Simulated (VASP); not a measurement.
Pt:

```
Pt
1.0
     2.55000    0.00000    0.00000
     0.00000    2.55000    0.00000
     0.00000    0.00000    2.55000
Pt
1
Direct
  0.00000 0.00000 0.00000
```

| Property | Result |
| --- | --- |
| Program | VASP 6.6.1 |
| Task | relaxation of cell and atoms |
| Functional | PBEsol |
| Potentials or basis | VASP PAW PBE potentials, release 64 (Pt) |
| Cutoff | 600 eV |
| k mesh | 9 × 9 × 9 |
| Occupations | methfessel-paxton, width 0.05 eV |
| Spin | no spin polarisation |

At the start: pressure 10.5 GPa; volume 16.58 Å³/atom.

Task: Where does the relaxation end?

Result: Over 4 steps the energy falls by 24.4 meV/atom and the volume is 17.34 Å³/atom (+4.6 %); space group Pm-3m (No. 221, to 0.05 Å).

The path:
```
step  energy change (eV)  largest force (eV/Å)  pressure (GPa)  volume (Å³)
   1              0.0000                0.0000           10.54        16.58
   2              0.1022                0.0000          -18.09        19.34
   3             -0.0243                0.0000           -0.31        17.36
   4             -0.0244                0.0000            0.00        17.34
```

Final structure:
```
Pt
1.0
     2.58835    0.00000    0.00000
     0.00000    2.58835    0.00000
     0.00000    0.00000    2.58835
Pt
1
Cartesian
  0.0000 0.0000 0.0000
```

Caveat: the PAW data sets were made with another functional, which shifts forces and pressure a little.
